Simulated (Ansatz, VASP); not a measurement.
**AlN in VASP and in Ansatz**

```
Al N
1.0
     2.42705    0.00000    0.00000
     0.00000    2.42705    0.00000
     0.00000    0.00000    2.42705
Al N
1 1
Cartesian
  0.0000 0.0000 0.0000
  1.2135 1.2135 1.2135
```

Change from the starting cell: volume scaled by 0.8, PAW files.

Alike in both runs: task single point; functional PBE; k mesh 15 × 15 × 15; occupations fermi-dirac, width 0.1 eV; no spin polarisation.

```csv
,VASP,Ansatz
version,VASP 6.6.1,Ansatz 0.2.0
potentials or method,"VASP PAW PBE potentials, release 64 (Al, N)","PAW with Ansatz's default frozen-core files, scalar-relativistic"
plane-wave cutoff (eV),520,420
valence electrons in the cell,8,8
```

```tsv
	VASP	Ansatz	Ansatz less VASP
pressure (GPa)	67.2	67.3	+0.09
```

Both programs put the cell under a high pressure, so it lies far from rest at this level. With one functional, cell and mesh, what is left measures potentials, basis and numerics.

Noted on VASP's run: the cell as given lies far from equilibrium.
